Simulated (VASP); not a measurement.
GaSb: single point with PBEsol

GaSb:

```
Ga Sb
1.0
     0.00000    3.02511    3.02511
     3.02511    0.00000    3.02511
     3.02511    3.02511    0.00000
Ga Sb
1 1
Direct
  0.00000 0.00000 0.00000
  0.25000 0.25000 0.25000
```

This cell differs from its parent crystal: strained cell.

```json
{
 "Program": "VASP 6.6.1",
 "Task": "single point",
 "Functional": "PBEsol",
 "Potentials or basis": "VASP PAW PBE potentials, release 64 (Ga_d, Sb)",
 "Cutoff": "500 eV",
 "k mesh": "10 × 10 × 10",
 "Occupations": "gaussian, width 0.1 eV",
 "Spin": "no spin polarisation",
 "Dipole correction": "no",
 "Further INCAR settings": "ALGO = Normal; EDIFF = 1e-06; NBANDS = 16"
}
```

| Item | Value |
| --- | --- |
| Pressure | 1.8 GPa |
| Band gap on the k mesh | 0.23 eV |

Levels at points of the mesh, in eV from the valence-band top:
| k point | band 6 | band 7 | band 8 | band 9 | band 10 | band 11 | band 12 | band 13 |
| --- | --- | --- | --- | --- | --- | --- | --- | --- |
| (0.00, 0.00, 0.00) | -11.74 | 0.00 | 0.00 | 0.00 | 0.23 | 2.75 | 2.75 | 2.75 |
| (0.50, 0.00, 0.00) | -10.02 | -6.57 | -1.21 | -1.21 | 0.42 | 3.72 | 3.72 | 6.29 |
| (0.50, 0.50, 0.00) | -9.14 | -6.99 | -2.71 | -2.71 | 0.80 | 1.09 | 8.89 | 8.89 |

It took 56 s on 1 thread of AMD EPYC 7R13, on a shared host, peak memory 0.17 GiB.

Caveat: the cell differs from its parent crystal (strained cell); the PAW data sets were made with another functional, which shifts forces and pressure a little; spin-orbit coupling is left out, which moves the levels of the heavy elements. A k mesh can miss the band edges.
